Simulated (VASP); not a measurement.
# Sn12PO23 (a cell with a defect) in VASP: electric field gradients with PBE

Aim: the electric field gradients of Sn12PO23 (a cell with a defect) with PBE.

Everything below comes from runs of VASP 6.6.1. Logs are shortened: lines on timing, memory, paths and dates and some standing lists are left out, and cuts for length are marked.

### Step 1. The cell of the first run

The cell holds a defect, 36 atoms: a = 6.701 Å, b = 6.701 Å, c = 9.559 Å, α = 90.00°, β = 90.00°, γ = 90.00°.

### Step 2. Electric field gradients, PBE

INCAR

```
SYSTEM = Sn12PO23
ALGO = Normal
EDIFF = 1E-8
ENCUT = 520
GGA = PE
ISIF = 2
ISMEAR = -1
LASPH = .TRUE.
LCHARG = .FALSE.
LEFG = .TRUE.
LREAL = Auto
LWAVE = .FALSE.
NBANDS = 180
NELECT = 312.0
NELM = 100
PREC = Accurate
SIGMA = 0.01
```

KPOINTS

```
k-points
0
G
  3 3 2
  0 0 0
```

POSCAR

```
Sn12PO23
1.0
    4.7380000000      4.7380000000      0.0000000000
   -4.7380000000      4.7380000000      0.0000000000
    0.0000000000      0.0000000000      9.5595000000
Sn P O
12 1 23
Direct
    0.0000000000      0.0000000000      0.0000000000
    0.0000000000      0.0000000000      0.3333333333
    0.0000000000      0.0000000000      0.6666666667
    0.5000000000      0.5000000000      0.0000000000
    0.5000000000      0.5000000000      0.3333333333
    0.5000000000      0.5000000000      0.6666666667
    0.5000000000      0.0000000000      0.1666666667
    0.5000000000      0.0000000000      0.5000000000
    0.5000000000      0.0000000000      0.8333333333
    0.0000000000      0.5000000000      0.1666666667
    0.0000000000      0.5000000000      0.5000000000
    0.0000000000      0.5000000000      0.8333333333
    0.3071000000      0.0000000000      0.0000000000
    0.3071000000      0.0000000000      0.3333333333
    0.3071000000      0.0000000000      0.6666666667
    0.8071000000      0.5000000000      0.0000000000
    0.8071000000      0.5000000000      0.3333333333
    0.8071000000      0.5000000000      0.6666666667
    0.5000000000      0.3071000000      0.1666666667
    0.5000000000      0.3071000000      0.5000000000
    0.5000000000      0.3071000000      0.8333333333
    0.0000000000      0.8071000000      0.1666666667
    0.0000000000      0.8071000000      0.5000000000
    0.0000000000      0.8071000000      0.8333333333
    0.6929000000      0.0000000000      0.0000000000
    0.6929000000      0.0000000000      0.3333333333
    0.6929000000      0.0000000000      0.6666666667
    0.1929000000      0.5000000000      0.0000000000
    0.1929000000      0.5000000000      0.3333333333
    0.1929000000      0.5000000000      0.6666666667
    0.5000000000      0.6929000000      0.1666666667
    0.5000000000      0.6929000000      0.5000000000
    0.5000000000      0.6929000000      0.8333333333
    0.0000000000      0.1929000000      0.1666666667
    0.0000000000      0.1929000000      0.5000000000
    0.0000000000      0.1929000000      0.8333333333
```

Potentials or basis: VASP PAW PBE potentials, release 64 (Sn_d, P, O).

On the command line:

```
$ cat potpaw_PBE.64/Sn_d/POTCAR potpaw_PBE.64/P/POTCAR potpaw_PBE.64/O/POTCAR > POTCAR
$ mpirun -np 1 vasp_std > vasp.out
```

OUTCAR:

```text
SYSTEM = Sn12PO23
   EDIFF = 1E-8
   ENCUT = 520
   GGA = PE
   ISIF = 2
   ISMEAR = -1
   LASPH = .TRUE.
   LREAL = Auto
   NELECT = 312.0
   NELM = 100
   PREC = Accurate

 ion  position               nearest neighbor table
   1  0.000  0.000  0.000-  22 2.05  24 2.05  34 2.05  36 2.05  13 2.06  25 2.06   2 3.19   3 3.19
                            10 3.71  12 3.71   7 3.71   9 3.71  10 3.71  12 3.71   7 3.71   9 3.71
   2  0.000  0.000  0.333-  22 2.05  34 2.05  23 2.05  35 2.05  14 2.06  26 2.06   1 3.19   3 3.19
                             7 3.71  10 3.71  10 3.71   7 3.71   8 3.71  11 3.71  11 3.71   8 3.71
   3  0.000  0.000  0.667-  24 2.05  36 2.05  35 2.05  23 2.05  15 2.06  27 2.06   1 3.19   2 3.19
                             9 3.71  12 3.71  12 3.71   9 3.71  11 3.71  11 3.71   8 3.71   8 3.71
   4  0.500  0.500  0.000-  19 2.05  21 2.05  31 2.05  33 2.05  16 2.06  28 2.06   5 3.19   6 3.19
                            10 3.71  12 3.71   7 3.71   9 3.71   7 3.71   9 3.71  10 3.71  12 3.71
   5  0.500  0.500  0.333-  19 2.05  31 2.05  20 2.05  32 2.05  17 2.06  29 2.06   4 3.19   6 3.19
                             7 3.71  10 3.71   7 3.71  10 3.71   8 3.71   8 3.71  11 3.71  11 3.71
   6  0.500  0.500  0.667-  21 2.05  33 2.05  32 2.05  20 2.05  18 2.06  30 2.06   4 3.19   5 3.19
                             9 3.71  12 3.71   9 3.71  12 3.71   8 3.71  11 3.71  11 3.71   8 3.71
   7  0.500  0.000  0.167-  14 2.05  26 2.05  25 2.05  13 2.05  19 2.06  31 2.06   8 3.19   9 3.19
                             2 3.71   5 3.71   5 3.71   2 3.71   4 3.71   4 3.71   1 3.71   1 3.71
   8  0.500  0.000  0.500-  14 2.05  15 2.05  26 2.05  27 2.05  20 2.06  32 2.06   7 3.19   9 3.19
                             2 3.71   3 3.71   5 3.71   6 3.71   5 3.71   6 3.71   2 3.71   3 3.71
   9  0.500  0.000  0.833-  15 2.05  27 2.05  25 2.05  13 2.05  21 2.06  33 2.06   8 3.19   7 3.19
[... 29 lines left out ...]
  35  0.000  0.193  0.500-   2 2.05   3 2.05  11 2.06
  36  0.000  0.193  0.833-   3 2.05   1 2.05  12 2.06

  LATTYP: Found a simple tetragonal cell.
 ALAT       =     6.7005438585
 C/A-ratio  =     1.4266752374

  Lattice vectors:

 A1 = (   4.7380000000,   4.7380000000,   0.0000000000)
 A2 = (  -4.7380000000,   4.7380000000,   0.0000000000)
 A3 = (   0.0000000000,   0.0000000000,   9.5595000000)

Analysis of symmetry for initial positions (statically):
=====================================================================
 Subroutine PRICEL returns:
 Original cell was already a primitive cell.

 Routine SETGRP: Setting up the symmetry group for a
 simple tetragonal supercell.

 Subroutine GETGRP returns: Found  4 space group operations
 (whereof  4 operations were pure point group operations)
 out of a pool of 16 trial point group operations.

The static configuration has the point symmetry C_2v.

Analysis of symmetry for dynamics (positions and initial velocities):
=====================================================================
 Subroutine PRICEL returns:
 Original cell was already a primitive cell.

 Routine SETGRP: Setting up the symmetry group for a
 simple tetragonal supercell.

 Subroutine GETGRP returns: Found  4 space group operations
 (whereof  4 operations were pure point group operations)
 out of a pool of 16 trial point group operations.

The dynamic configuration has the point symmetry C_2v.

 Subroutine INISYM returns: Found  4 space group operations
 (whereof  4 operations are pure point group operations),
 and found     1 'primitive' translations

----------------------------------------------------------------------------------------

                                     Primitive cell

  volume of cell :     429.1956

  direct lattice vectors                    reciprocal lattice vectors
     4.738000000  4.738000000  0.000000000     0.105529759  0.105529759  0.000000000
    -4.738000000  4.738000000  0.000000000    -0.105529759  0.105529759  0.000000000
     0.000000000  0.000000000  9.559500000     0.000000000  0.000000000  0.104607982

  length of vectors
     6.700543859  6.700543859  9.559500000     0.149241617  0.149241617  0.104607982

  position of ions in fractional coordinates (direct lattice)
     0.000000000  0.000000000  0.000000000
     0.000000000  0.000000000  0.333333333
[... 140 lines left out ...]
   NUPDOWN=      -1.0000    fix difference up-down
   EMIN   =  10.00;   EMAX   =-10.00  energy-range for DOS
   EFERMI =   0.00;   METHOD = LEGACY
   ISMEAR =    -1;   SIGMA  =   0.01  broadening in eV -4-tet -1-fermi 0-gaus
   EFERMI_NEDOS =   21; number of points for ismear=-14 and -15
   IALGO  =     38    algorithm
   IMIX   =      4    mixing-type and parameters
     AMIX     =   0.40;   BMIX     =  1.00
     AMIX_MAG =   1.60;   BMIX_MAG =  1.00
  volume/ion in A,a.u.               =      11.92        80.45
  Fermi-wavevector in a.u.,A,eV,Ry     =   1.472000  2.781677 29.480903  2.166785
  Thomas-Fermi vector in A             =   2.587068
   LORBIT       =      0    0 simple, 1 ext, 2 COOP (PROOUT), +10 PAW based schemes
   GGA     = PE    functional components
   LHFCALC =     F    Hartree Fock is set to
   AEXX    =    0.0000 exact exchange contribution
   IVDW    =     0    specifies the selected vdW correction
   LEPSILON=     F    determine dielectric tensor
   LRPA    =     F    only Hartree local field effects (RPA)
 non-spin polarized calculation
  energy-cutoff  :      520.00
  volume of cell :      429.20
 maximum number of plane-waves:     11628
 NGX is ok and might be reduce to    50
   NGX = 25   NGY = 25   NGZ = 35

 number of electron     312.0000087 magnetization

 Free energy of the ion-electron system (eV)
  ---------------------------------------------------
  ext. energy  EPLUGINS =         0.00000000
  ---------------------------------------------------
  free energy    TOTEN  =      -204.60939281 eV

  energy without entropy =     -204.60777723  energy(sigma->0) =     -204.60858502

 E-fermi :   8.2637     XC(G=0): -11.3667

 val. band max:        8.2569934043   @ k =   0.0000   0.0000   0.0000
 cond. band min:       8.2690670722   @ k =   0.0000   0.0000   0.5000
 fundamental gap:      0.0120736679
 Fermi energy:         8.2636640579

 k-point     1 :       0.0000    0.0000    0.0000
  band No.  band energies     occupation
      1     -14.7140      2.00000
      2     -14.4548      2.00000
      3     -14.4427      2.00000
      4     -14.4121      2.00000
      5     -14.3563      2.00000
      6     -14.3295      2.00000
[... 1357 lines left out ...]
    167      12.9757      0.00000
    168      13.0064      0.00000
 [bands above 168 left out]

------------------------ aborting loop because EDIFF is reached ----------------------------------------

  FORCE on cell =-STRESS in cart. coord.  units (eV):
  Direction    XX          YY          ZZ          XY          YZ          ZX
  --------------------------------------------------------------------------------------
  -------------------------------------------------------------------------------------
  Total       69.5239817     69.5239817     86.1080083     14.4522219      0.0000000      0.0000000
  in kB      259.5314141    259.5314141    321.4392013     53.9498097      0.0000000      0.0000000
  external PRESSURE =     280.1673432 kB  Pullay stress =       0.0000000 kB

 VOLUME and BASIS-vectors are now :
 -----------------------------------------------------------------------------
  energy-cutoff  :      520.00
  volume of cell :      429.20
      direct lattice vectors                 reciprocal lattice vectors
     4.738000000  4.738000000  0.000000000     0.105529759  0.105529759  0.000000000
    -4.738000000  4.738000000  0.000000000    -0.105529759  0.105529759  0.000000000
     0.000000000  0.000000000  9.559500000     0.000000000  0.000000000  0.104607982

 POSITION                                       TOTAL-FORCE (eV/Angst)
 -----------------------------------------------------------------------------------
      0.00000      0.00000      0.00000        -5.790836     -5.790836     -0.000000
      0.00000      0.00000      3.18650         0.138486      0.138486     -0.375473
      0.00000      0.00000      6.37300         0.138486      0.138486      0.375473
      0.00000      4.73800      0.00000        -0.044994     -0.044994     -0.000000
      0.00000      4.73800      3.18650         0.051731      0.051731     -0.506523
      0.00000      4.73800      6.37300         0.051731      0.051731      0.506523
[... 28 lines left out ...]
     -0.91396      0.91396      4.77975        -0.268268      0.199929     -0.000000
     -0.91396      0.91396      7.96625        -1.073237      0.390386     -1.035085
 -----------------------------------------------------------------------------------
    total drift:                                0.004832      0.004832      0.000001

  FREE ENERGIE OF THE ION-ELECTRON SYSTEM (eV)
  ---------------------------------------------------
  free  energy   TOTEN  =      -204.6093928076 eV

  energy  without entropy=     -204.6077772264  energy(sigma->0) =     -204.60858502

 Electric field gradients (V/A^2)
---------------------------------------------------------------------
 ion       V_xx      V_yy      V_zz      V_xy      V_xz      V_yz
---------------------------------------------------------------------
   1     -52.433   -52.433   104.866  -243.946     0.000     0.000
   2      29.358    29.358   -58.715   -19.574    -0.713    -0.713
   3      29.358    29.358   -58.715   -19.574     0.713     0.713
   4      33.823    33.823   -67.646   -18.273    -0.000     0.000
   5      33.616    33.616   -67.231   -14.407     2.152     2.152
   6      33.616    33.616   -67.231   -14.407    -2.152    -2.152
[... 28 lines left out ...]
  35     -24.025   -21.811    45.836   -80.450     0.000    -0.000
  36     -24.685   -14.740    39.425   -79.666   -14.298     3.097
---------------------------------------------------------------------

 Electric field gradients after diagonalization (V/A^2)
 (convention: |V_zz| > |V_xx| > |V_yy|)
----------------------------------------------------------------------
 ion       V_xx      V_yy      V_zz     asymmetry (V_yy - V_xx)/ V_zz
----------------------------------------------------------------------
   1     191.513   104.866  -296.379       0.292
   2      48.932     9.799   -58.730       0.666
   3      48.932     9.799   -58.730       0.666
   4      52.097    15.550   -67.646       0.540
   5      48.023    19.315   -67.338       0.426
   6      48.023    19.315   -67.338       0.426
[... 28 lines left out ...]
  35      57.540    45.836  -103.376       0.113
  36      65.717    34.313  -100.030       0.314
----------------------------------------------------------------------

           NMR quadrupolar parameters

 Cq : quadrupolar parameter    Cq=e*Q*V_zz/h
 eta: asymmetry parameters     (V_yy - V_xx)/ V_zz
 Q  : nuclear electric quadrupole moment in mb (millibarn)
----------------------------------------------------------------------
 ion       Cq(MHz)       eta       Q (mb)
----------------------------------------------------------------------
   1      -0.717       0.292       1.000
   2      -0.142       0.666       1.000
   3      -0.142       0.666       1.000
   4      -0.164       0.540       1.000
   5      -0.163       0.426       1.000
   6      -0.163       0.426       1.000
[... 28 lines left out ...]
  35      -0.250       0.113       1.000
  36      -0.242       0.314       1.000
----------------------------------------------------------------------
```

It took 36 min on 1 thread of Intel Xeon Platinum 8488C (Sapphire Rapids), shared host; peak memory 0.66 GiB.

Results:

* Free energy: -204.6094 eV
* Largest force: 8.189 eV/Å
* Largest electric field gradient by atom: Sn -296.4, -58.7, -67.6, -67.3, -296.8, -60.1, +58.0, -62.3 (each value once); P -39.4; O -96.9, -104.5, -103.2, -98.7, -102.7, -100.0, -103.4, -95.8, -105.2, -106.8, -103.6 (each value once) V/Å²

Forces in eV/Å, atoms in the order of the input:
```
Sn  -5.791 -5.791  0.000
Sn   0.138  0.138 -0.375
Sn   0.138  0.138  0.375
Sn  -0.045 -0.045  0.000
Sn   0.052  0.052 -0.507
Sn   0.052  0.052  0.507
Sn   3.300  3.300  5.928
Sn  -0.274 -0.274  0.000
Sn   3.300  3.300 -5.928
Sn  -0.027 -0.027 -0.079
Sn  -0.029 -0.029  0.000
Sn  -0.027 -0.027  0.079
P   -2.272 -2.272  0.000
O   -0.301 -0.301  0.989
O   -0.301 -0.301 -0.989
O   -0.177 -0.177  0.000
O   -0.155 -0.155  0.241
O   -0.155 -0.155 -0.241
O   -0.222  0.763  0.670
O    0.212 -0.185  0.000
O   -0.222  0.763 -0.670
O    0.390 -1.073  1.035
O    0.200 -0.268  0.000
O    0.390 -1.073 -1.035
O    2.024  2.024  0.000
O    0.157  0.157  0.046
O    0.157  0.157 -0.046
O    0.145  0.145  0.000
O    0.206  0.206  0.165
O    0.206  0.206 -0.165
O    0.763 -0.222  0.670
O   -0.185  0.212  0.000
O    0.763 -0.222 -0.670
O   -1.073  0.390  1.035
O   -0.268  0.200  0.000
O   -1.073  0.390 -1.035
```

Electric field gradients, principal values (V/Å²):
```tsv
atom	least	middle	greatest (by size)
1 Sn	104.866	191.513	-296.379
2 Sn	9.799	48.932	-58.730
3 Sn	9.799	48.932	-58.730
4 Sn	15.550	52.097	-67.646
5 Sn	19.315	48.023	-67.338
6 Sn	19.315	48.023	-67.338
7 Sn	137.402	159.356	-296.758
8 Sn	17.971	42.163	-60.134
9 Sn	137.402	159.356	-296.758
10 Sn	-3.152	-54.819	57.971
11 Sn	12.364	49.906	-62.270
12 Sn	-3.152	-54.819	57.971
13 P	11.061	28.336	-39.397
14 O	31.131	65.757	-96.888
15 O	31.131	65.757	-96.888
16 O	49.014	55.479	-104.493
17 O	48.391	54.829	-103.221
18 O	48.391	54.829	-103.221
19 O	39.994	58.722	-98.716
20 O	45.967	56.698	-102.665
21 O	39.994	58.722	-98.716
22 O	34.313	65.717	-100.030
23 O	45.836	57.540	-103.376
24 O	34.313	65.717	-100.030
25 O	46.976	48.791	-95.766
26 O	48.661	56.515	-105.176
27 O	48.661	56.515	-105.176
28 O	50.867	55.927	-106.794
29 O	48.700	54.929	-103.628
30 O	48.700	54.929	-103.628
31 O	39.994	58.722	-98.716
32 O	45.967	56.698	-102.665
33 O	39.994	58.722	-98.716
34 O	34.313	65.717	-100.030
35 O	45.836	57.540	-103.376
36 O	34.313	65.717	-100.030
```

Caveat: the cell carries a net charge on a neutralising background, which shifts energy and pressure; the cell is charged against a uniform background, so pressure and absolute levels hang on convention; without QUAD_EFG the Cq values of the log hold for a quadrupole moment of 1 mb, not for the nuclei; spin-orbit coupling is left out, which moves the levels of the heavy elements.
